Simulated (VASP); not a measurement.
Ca2C:

```
CELL_PARAMETERS angstrom
0.00000 3.19522 3.12858
3.19522 0.00000 3.12858
3.19522 3.19522 0.00000
ATOMIC_POSITIONS crystal
C 0.00000 0.00000 0.00000
Ca 0.25000 0.25000 0.25000
Ca 0.75000 0.75000 0.75000
```

This cell differs from its parent crystal: biaxial xy strain +2.1%.

Base run:

| Property | Result |
| --- | --- |
| Program | VASP 6.6.1 |
| Functional | PBE |
| Potentials or basis | VASP PAW PBE potentials, release 64 (C, Ca_sv) |
| Cutoff | 520 eV |
| k mesh | 8 × 8 × 8 |
| Occupations | fermi-dirac, width 0.02 eV |
| Spin | no spin polarisation |

Its results: band gap on the k mesh 0.18 eV; pressure -1.3 GPa.

The run is repeated on the same cell with these changes: functional from PBE to r2SCAN; occupations from fermi-dirac, width 0.02 eV to gaussian, width 0.01 eV. What comes out?

Band gap on the k mesh 0.38 eV; pressure -1.9 GPa.

Caveats: the structure was generated, so it needn't be the stable form of Ca2C; semilocal functionals underestimate gaps, and a narrow one can read as zero; the PAW data sets were made with another functional, which shifts forces and pressure a little (at least some runs).

A k mesh can miss the band edges.
